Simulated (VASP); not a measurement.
# NaH (P6_3/mmc) in VASP: notebook

NaH is run at these levels: PBE; tasks: single point.

All numbers are computed with VASP 6.6.1; they aren't measurements. Logs are shortened: lines on timing, memory, paths and dates and some standing lists are left out, and cuts for length are marked.

**1. The cell of the first run**

Symmetry: P6_3/mmc, No. 194, hexagonal system. Conventional cell: a = 3.234 Å, b = 3.234 Å, c = 11.026 Å, α = 90.00°, β = 90.00°, γ = 120.00°. Within 3.0 Å of Na (site symmetry 3m) lie 6 H at 2.30 to 2.34 Å and 1 Na at 2.82 Å. H (site symmetry -3m) has 6 Na at 2.30 Å within 3.0 Å. H (site symmetry -6m2) has 6 Na at 2.34 Å within 3.1 Å.

**2. Single point, PBE (volume scaled by 0.88, then relaxed in part)**

The input, INCAR:

```
PREC     = Accurate       # precision mode
ENCUT    = 500            # plane-wave cutoff, eV
EDIFF    = 1E-6           # SCF threshold, eV
ISMEAR   = 0              # smearing method
SIGMA    = 0.02           # smearing width, eV
LREAL    = F              # projectors in reciprocal space
LASPH    = T              # aspherical terms in the spheres
NELM     = 120            # most SCF steps
ALGO     = Normal         # electronic algorithm
ISIF     = 2              # what is computed and relaxed
LWAVE    = F              # write WAVECAR
LCHARG   = F              # write CHGCAR
GGA      = PE             # functional
NBANDS   = 26             # bands
GGA_COMPAT= F
```

The input, KPOINTS:

```
Automatic mesh
0
Gamma
  12 12 2
```

The input, POSCAR:

```
NaH
1.0
    3.2335795226      0.0000000000      0.0000000000
   -1.6167897613      2.8003620117      0.0000000000
    0.0000000000      0.0000000000     11.0259314487
Na H
4 4
Direct
    0.6666666667      0.3333333333      0.8778758272
    0.3333333333      0.6666666667      0.1221241728
    0.3333333333      0.6666666667      0.3778758272
    0.6666666667      0.3333333333      0.6221241728
    0.0000000000      0.0000000000      0.0000000000
    0.0000000000      0.0000000000      0.5000000000
    0.6666666667      0.3333333333      0.2500000000
    0.3333333333      0.6666666667      0.7500000000
```

Potentials or basis: VASP PAW PBE potentials, release 64 (Na_pv, H).

On the command line:

```bash
cat potpaw_PBE.64/Na_pv/POTCAR potpaw_PBE.64/H/POTCAR > POTCAR
mpirun -np 1 vasp_std > vasp.out
```

OUTCAR:

```text
PREC = Accurate
   ENCUT = 500
   EDIFF = 1E-6
   ISMEAR = 0
   LREAL = F
   LASPH = T
   NELM = 120
   ISIF = 2
   GGA = PE

 ion  position               nearest neighbor table
   1  0.667  0.333  0.878-
   2  0.333  0.667  0.122-
   3  0.333  0.667  0.378-
   4  0.667  0.333  0.622-
   5  0.000  0.000  0.000-
   6  0.000  0.000  0.500-
   7  0.667  0.333  0.250-
   8  0.333  0.667  0.750-

  LATTYP: Found a hexagonal cell.
 ALAT       =     3.2335795226
 C/A-ratio  =     3.4098222640

  Lattice vectors:

 A1 = (   3.2335795226,   0.0000000000,   0.0000000000)
 A2 = (  -1.6167897613,   2.8003620117,   0.0000000000)
 A3 = (   0.0000000000,   0.0000000000,  11.0259314487)

Analysis of symmetry for initial positions (statically):
=====================================================================
 Subroutine PRICEL returns:
 Original cell was already a primitive cell.

 Routine SETGRP: Setting up the symmetry group for a
 hexagonal supercell.

 Subroutine GETGRP returns: Found 24 space group operations
 (whereof 12 operations were pure point group operations)
 out of a pool of 24 trial point group operations.

The static configuration has the point symmetry D_3d.
 The point group associated with its full space group is D_6h.

Analysis of symmetry for dynamics (positions and initial velocities):
=====================================================================
 Subroutine PRICEL returns:
 Original cell was already a primitive cell.

 Routine SETGRP: Setting up the symmetry group for a
 hexagonal supercell.

 Subroutine GETGRP returns: Found 24 space group operations
 (whereof 12 operations were pure point group operations)
 out of a pool of 24 trial point group operations.

The dynamic configuration has the point symmetry D_3d.
 The point group associated with its full space group is D_6h.

 Subroutine INISYM returns: Found 24 space group operations
 (whereof 12 operations are pure point group operations),
 and found     1 'primitive' translations

----------------------------------------------------------------------------------------

                                     Primitive cell

  volume of cell :      99.8419

  direct lattice vectors                    reciprocal lattice vectors
     3.233579523  0.000000000  0.000000000     0.309254804  0.178548344  0.000000000
    -1.616789761  2.800362012  0.000000000     0.000000000  0.357096688  0.000000000
     0.000000000  0.000000000 11.025931449     0.000000000  0.000000000  0.090695285

  length of vectors
     3.233579523  3.233579523 11.025931449     0.357096688  0.357096688  0.090695285

  position of ions in fractional coordinates (direct lattice)
     0.666666667  0.333333333  0.877875827
     0.333333333  0.666666667  0.122124173
     0.333333333  0.666666667  0.377875827
     0.666666667  0.333333333  0.622124173
     0.000000000  0.000000000  0.000000000
     0.000000000  0.000000000  0.500000000
     0.666666667  0.333333333  0.250000000
     0.333333333  0.666666667  0.750000000

  ion indices of the primitive-cell ions
   primitive index   ion index
                 1           1
                 2           2
                 3           3
                 4           4
                 5           5
                 6           6
                 7           7
                 8           8

----------------------------------------------------------------------------------------

 KPOINTS: Automatic mesh

Automatic generation of k-mesh.
 Grid dimensions read from file:
 generate k-points for:   12   12    2

 Generating k-lattice:

  Cartesian coordinates                     Fractional coordinates (reciprocal lattice)
     0.025771234  0.014879029  0.000000000     0.083333333  0.000000000  0.000000000
     0.000000000  0.029758057  0.000000000     0.000000000  0.083333333  0.000000000
     0.000000000  0.000000000  0.045347643     0.000000000  0.000000000  0.500000000

  Length of vectors
     0.029758057  0.029758057  0.045347643

  Shift w.r.t. Gamma in fractional coordinates (k-lattice)
     0.000000000  0.000000000  0.000000000

 Subroutine IBZKPT returns following result:
 ===========================================

 Found     38 irreducible k-points:

 Following reciprocal coordinates:
            Coordinates               Weight
  0.000000  0.000000  0.000000      1.000000
  0.083333 -0.000000  0.000000      6.000000
  0.166667  0.000000  0.000000      6.000000
  0.250000  0.000000  0.000000      6.000000
  0.333333  0.000000  0.000000      6.000000
  0.416667  0.000000  0.000000      6.000000
[... 16 lines left out ...]
  0.250000  0.000000  0.500000      6.000000
  0.333333  0.000000  0.500000      6.000000
 [... further k-points ...]
   k-points           NKPTS =     38   k-points in BZ     NKDIM =     38   number of bands    NBANDS=     26
   number of dos      NEDOS =    301   number of ions     NIONS =      8
   total plane-waves  NPLWV =  46080
   dimension x,y,z NGX =    24 NGY =   24 NGZ =   80
   dimension x,y,z NGXF=    48 NGYF=   48 NGZF=  160
   ions per type =               4   4
   NGX,Y,Z   is equivalent  to a cutoff of  12.34, 12.34, 12.06 a.u.
   NGXF,Y,Z  is equivalent  to a cutoff of  24.68, 24.68, 24.12 a.u.
 SYSTEM =  unknown system
   PREC   = accura    normal or accurate (medium, high low for compatibility)
   ISTART =      0    job   : 0-new  1-cont  2-samecut
   ICHARG =      2    charge: 1-file 2-atom 10-const
   ISPIN  =      1    spin polarized calculation?
   LNONCOLLINEAR =      F non collinear calculations
   LSORBIT =      F    spin-orbit coupling
   LASPH  =      T    aspherical Exc in radial PAW
   ENCUT  =  500.0 eV  36.75 Ry    6.06 a.u.   5.90  5.90 20.10*2*pi/ulx,y,z
   NELM   =    120;   NELMIN=  2; NELMDL= -5     # of ELM steps
   EDIFF  = 0.1E-05   stopping-criterion for ELM
   LREAL  =      F    real-space projection
   EDIFFG = 0.1E-04   stopping-criterion for IOM
   NSW    =      0    number of steps for IOM
   IBRION =     -1    ionic relax: 0-MD 1-quasi-New 2-CG
   NFREE  =      0    steps in history (QN), initial steepest desc. (CG)
   ISIF   =      2    stress and relaxation
   ISYM   =      2    0-nonsym 1-usesym 2-fastsym
   POTIM  = 0.5000    time-step for ionic-motion
   TEBEG  =    0.0;   TEEND  =   0.0 temperature during run
   PSTRESS=    0.0 pullay stress
   NELECT =      32.0000    total number of electrons
   NUPDOWN=      -1.0000    fix difference up-down
   EMIN   =  10.00;   EMAX   =-10.00  energy-range for DOS
   EFERMI =   0.00;   METHOD = LEGACY
   ISMEAR =     0;   SIGMA  =   0.02  broadening in eV -4-tet -1-fermi 0-gaus
   EFERMI_NEDOS =   21; number of points for ismear=-14 and -15
   IALGO  =     38    algorithm
   IMIX   =      4    mixing-type and parameters
     AMIX     =   0.40;   BMIX     =  1.00
     AMIX_MAG =   1.60;   BMIX_MAG =  1.00
  volume/ion in A,a.u.               =      12.48        84.22
  Fermi-wavevector in a.u.,A,eV,Ry     =   1.120350  2.117155 17.077825  1.255185
  Thomas-Fermi vector in A             =   2.256996
   LORBIT       =      0    0 simple, 1 ext, 2 COOP (PROOUT), +10 PAW based schemes
   GGA     = PE    functional components
   LHFCALC =     F    Hartree Fock is set to
   AEXX    =    0.0000 exact exchange contribution
   IVDW    =     0    specifies the selected vdW correction
   LEPSILON=     F    determine dielectric tensor
   LRPA    =     F    only Hartree local field effects (RPA)
 non-spin polarized calculation
 Gauss-broadening in eV      SIGMA  =   0.02
  energy-cutoff  :      500.00
  volume of cell :       99.84
 maximum number of plane-waves:      2560
 NGX is ok and might be reduce to    24
   NGX = 11   NGY = 11   NGZ = 41

 number of electron      31.9999972 magnetization

 Free energy of the ion-electron system (eV)
  ---------------------------------------------------
  ext. energy  EPLUGINS =         0.00000000
  ---------------------------------------------------
  free energy    TOTEN  =       -20.01875614 eV

  energy without entropy =      -20.01875614  energy(sigma->0) =      -20.01875614

 E-fermi :  -0.4937     XC(G=0):  -8.1884

 val. band max:       -0.6808620902   @ k =   0.2500   0.2500   0.0000
 cond. band min:       3.0583625827   @ k =   0.0000   0.0000   0.0000
 fundamental gap:      3.7392246729
 Fermi energy:        -0.4937256768

 k-point     1 :       0.0000    0.0000    0.0000
  band No.  band energies     occupation
      1     -22.8548      2.00000
      2     -22.7825      2.00000
      3     -22.7240      2.00000
      4     -22.6841      2.00000
      5     -22.6841      2.00000
      6     -22.6762      2.00000
[... 18 lines left out ...]
     25      13.8256      0.00000
     26      14.6769      0.00000

 k-point     2 :       0.0833   -0.0000    0.0000
  band No.  band energies     occupation
      1     -22.8519      2.00000
      2     -22.7824      2.00000
      3     -22.7227      2.00000
      4     -22.6918      2.00000
      5     -22.6862      2.00000
      6     -22.6846      2.00000
[... 18 lines left out ...]
     25      13.9272      0.00000
     26      14.3920      0.00000

 k-point     3 :       0.1667    0.0000    0.0000
  band No.  band energies     occupation
      1     -22.8440      2.00000
      2     -22.7827      2.00000
      3     -22.7216      2.00000
      4     -22.7129      2.00000
      5     -22.7067      2.00000
      6     -22.7000      2.00000
[... 572 lines left out ...]
 k-point    23 :       0.2500    0.0000    0.5000
  band No.  band energies     occupation
      1     -22.8130      2.00000
      2     -22.8130      2.00000
      3     -22.7460      2.00000
      4     -22.7460      2.00000
      5     -22.7208      2.00000
      6     -22.7208      2.00000
[... 18 lines left out ...]
     25      12.2498      0.00000
     26      12.2783      0.00000

 k-point    24 :       0.3333    0.0000    0.5000
  band No.  band energies     occupation
      1     -22.8072      2.00000
      2     -22.8072      2.00000
      3     -22.7765      2.00000
      4     -22.7765      2.00000
      5     -22.7458      2.00000
      6     -22.7458      2.00000
[... 18 lines left out ...]
     25      11.5823      0.00000
     26      11.5831      0.00000

 [... further k-points ...]
[... 5 lines left out ...]
  --------------------------------------------------------------------------------------
  -------------------------------------------------------------------------------------
  Total        2.2633187      2.2633187      2.3262691      0.0000000     -0.0000000      0.0000000
  in kB       36.3197867     36.3197867     37.3299596      0.0000000     -0.0000000      0.0000000
  external PRESSURE =      36.6565110 kB  Pullay stress =       0.0000000 kB

 VOLUME and BASIS-vectors are now :
 -----------------------------------------------------------------------------
  energy-cutoff  :      500.00
  volume of cell :       99.84
      direct lattice vectors                 reciprocal lattice vectors
     3.233579523  0.000000000  0.000000000     0.309254804  0.178548344  0.000000000
    -1.616789761  2.800362012  0.000000000     0.000000000  0.357096688  0.000000000
     0.000000000  0.000000000 11.025931449     0.000000000  0.000000000  0.090695285

 POSITION                                       TOTAL-FORCE (eV/Angst)
 -----------------------------------------------------------------------------------
      1.61679      0.93345      9.67940        -0.000000      0.000000     -0.002858
     -0.00000      1.86691      1.34653         0.000000     -0.000000      0.002858
     -0.00000      1.86691      4.16643         0.000000      0.000000     -0.002858
      1.61679      0.93345      6.85950         0.000000     -0.000000      0.002858
      0.00000      0.00000      0.00000        -0.000000     -0.000000     -0.000000
      0.00000      0.00000      5.51297        -0.000000     -0.000000     -0.000000
      1.61679      0.93345      2.75648         0.000000      0.000000     -0.000000
     -0.00000      1.86691      8.26945         0.000000     -0.000000     -0.000000
 -----------------------------------------------------------------------------------
    total drift:                               -0.000000      0.000000     -0.000000

  FREE ENERGIE OF THE ION-ELECTRON SYSTEM (eV)
  ---------------------------------------------------
  free  energy   TOTEN  =       -20.0187561436 eV

  energy  without entropy=      -20.0187561436  energy(sigma->0) =      -20.01875614
```

Wall time 31 s (1 thread of Intel Xeon 6975P-C (Granite Rapids), shared host); peak memory 0.22 GiB.

Results:

```
Free energy            : -20.0188 eV
Pressure               : 3.7 GPa
Band gap on the k mesh : 3.74 eV, indirect (least direct gap 4.43 eV)
```

Forces in eV/Å, atoms in the order of the input:
```
Na   0.000  0.000 -0.003
Na   0.000  0.000  0.003
Na   0.000  0.000 -0.003
Na   0.000  0.000  0.003
H    0.000  0.000  0.000
H    0.000  0.000  0.000
H    0.000  0.000  0.000
H    0.000  0.000  0.000
```

Stress tensor (GPa, compression positive):
```
3.63 0.00 0.00
0.00 3.63 0.00
0.00 0.00 3.73
```

 A k mesh can miss the band edges.

**3. Single point, PBE (volume scaled by 0.91, then relaxed in part)**

The input, INCAR:

```
SYSTEM = NaH
ALGO = Normal ; EDIFF = 1E-6
ENCUT = 500 ; GGA = PE
GGA_COMPAT = .FALSE. ; ISIF = 2
ISMEAR = 0 ; LASPH = .TRUE.
LCHARG = .FALSE. ; LREAL = .FALSE.
LWAVE = .FALSE. ; NBANDS = 26
NELM = 120 ; PREC = Accurate
SIGMA = 0.02
```

The input, KPOINTS:

```
k-points
0
G
  12 12 2
  0 0 0
```

Edit POSCAR of step 2 so:

```diff
@@ -2,5 +2,5 @@
 1.0
-    3.2335795226      0.0000000000      0.0000000000
-   -1.6167897613      2.8003620117      0.0000000000
-    0.0000000000      0.0000000000     11.0259314487
+    3.2699149180      0.0000000000      0.0000000000
+   -1.6349574590      2.8318293872      0.0000000000
+    0.0000000000      0.0000000000     11.1498286892
 Na H
```

Potentials or basis: VASP PAW PBE potentials, release 64 (Na_pv, H).

On the command line:

```bash
cat potpaw_PBE.64/Na_pv/POTCAR potpaw_PBE.64/H/POTCAR > POTCAR
mpirun -np 1 vasp_std > vasp.out
```

It took 33 s on 1 thread of Intel Xeon 6975P-C (Granite Rapids), shared host; peak memory 0.23 GiB.

The run converged. Its results:

| Quantity | Value |
| --- | --- |
| Free energy | -20.0868 eV |
| Pressure | 2.5 GPa |
| Band gap on the k mesh | 3.68 eV, indirect (least direct gap 4.36 eV) |

Levels at points of the mesh, in eV from the valence-band top:
```
           k point  band 13  band 14  band 15  band 16  band 17  band 18  band 19  band 20
(0.00, 0.00, 0.00)    -3.88    -2.94    -2.73    -1.10     3.68     7.18     7.27    11.17
(0.50, 0.00, 0.00)    -0.90    -0.65    -0.51    -0.21     4.15     4.34     5.33     5.66
(0.00, 0.00, 0.50)    -3.61    -3.61    -1.76    -1.76     4.80     4.80     9.90     9.90
(0.50, 0.00, 0.50)    -0.81    -0.81    -0.33    -0.33     4.40     4.40     5.17     5.17
```

 A k mesh can miss the band edges.
